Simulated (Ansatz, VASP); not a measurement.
Two plane-wave programs on AlN

The input POSCAR:

```
AlN
1.0
   -0.0152594184      2.0237977183      2.0237977183
    2.0237977183     -0.0152594184      2.0237977183
    2.0237977183      2.0237977183     -0.0152594184
Al N
1 1
Direct
    0.0000000000      0.0000000000      0.0000000000
    0.5000000000      0.5000000000      0.5000000000
```

INCAR.step1

```
SYSTEM = AlN
  ALGO = Normal
  EDIFF = 1E-4
  ENCUT = 520
  GGA = PE
  ISMEAR = 0
  LASPH = .TRUE.
  LCHARG = .FALSE.
  LREAL = .FALSE.
  LWAVE = .TRUE.
  NBANDS = 11
  NELM = 100
  PREC = Accurate
  SIGMA = 0.01
```

INCAR.step2

```
SYSTEM = AlN
  ALGO = Normal
  EDIFF = 1E-7
  ENCUT = 520
  ISIF = 2
  ISMEAR = 0
  ISTART = 1
  LASPH = .TRUE.
  LCHARG = .TRUE.
  LELF = .TRUE.
  LMIXTAU = .TRUE.
  LREAL = .FALSE.
  LVHAR = .TRUE.
  LWAVE = .FALSE.
  METAGGA = R2SCAN
  NBANDS = 11
  NELM = 100
  PREC = Accurate
  SIGMA = 0.01
```

The input KPOINTS:

```
k-points
0
G
  10 10 10
  0 0 0
```

Input for Ansatz:

```yaml
crystal:
  lattice:
    - [-0.0152594184, 2.0237977183, 2.0237977183]
    - [2.0237977183, -0.0152594184, 2.0237977183]
    - [2.0237977183, 2.0237977183, -0.0152594184]
  atoms:
    - { symbol: Al, position: [0.0, 0.0, 0.0] }
    - { symbol: "N", position: [0.5, 0.5, 0.5] }
kpoints:
  mp_grid: { grid: [10, 10, 10] }
  band_path:
    path:
      - [0.0, 0.0, 0.0]
      - [0.5, 0.0, 0.5]
      - [0.625, 0.25, 0.625]
      - [0.375, 0.375, 0.75]
      - [0.5, 0.5, 0.5]
      - [0.5, 0.25, 0.75]
      - [0.0, 0.5, 0.5]
    npoints: 1
hamiltonian:
  xc: r2scan
scf:
  occupations: { method: fixed }
  n_extra_bands: 4
output:
  forces: true
  stress: true
  eigenvalues: true
  write_density: true
  write_potential: true
  elf: true
  volumetric_format: npy
```

Change from the starting cell: epitaxial_111 strain +1.0%.

Alike in both runs: task single point; functional r2SCAN; k mesh 10 × 10 × 10; no spin polarisation.

|  | VASP | Ansatz |
| --- | --- | --- |
| version | VASP 6.6.1 | Ansatz 0.2.0 |
| potentials or method | VASP PAW PBE potentials, release 64 (Al, N) | plane waves, PAW |
| plane-wave cutoff (eV) | 520 | 500 |
| occupations | gaussian, width 0.01 eV | fixed |
| valence electrons in the cell | 8 | 8 |

VASP gave:

| Quantity | Value |
| --- | --- |
| gap on the k mesh at the Fermi level (eV) | 5.21 |
| pressure (GPa) | -5.7 |
| traceless stress, the component that is largest in VASP (GPa) | 2.46 |

Problem. What did Ansatz give for the same quantities?

Solution. gap on the k mesh at the Fermi level (eV): 5.21; pressure (GPa): -4.9; traceless stress, the component that is largest in VASP (GPa): 2.45.

VASP's potentials were made for PBE, not for r2SCAN.
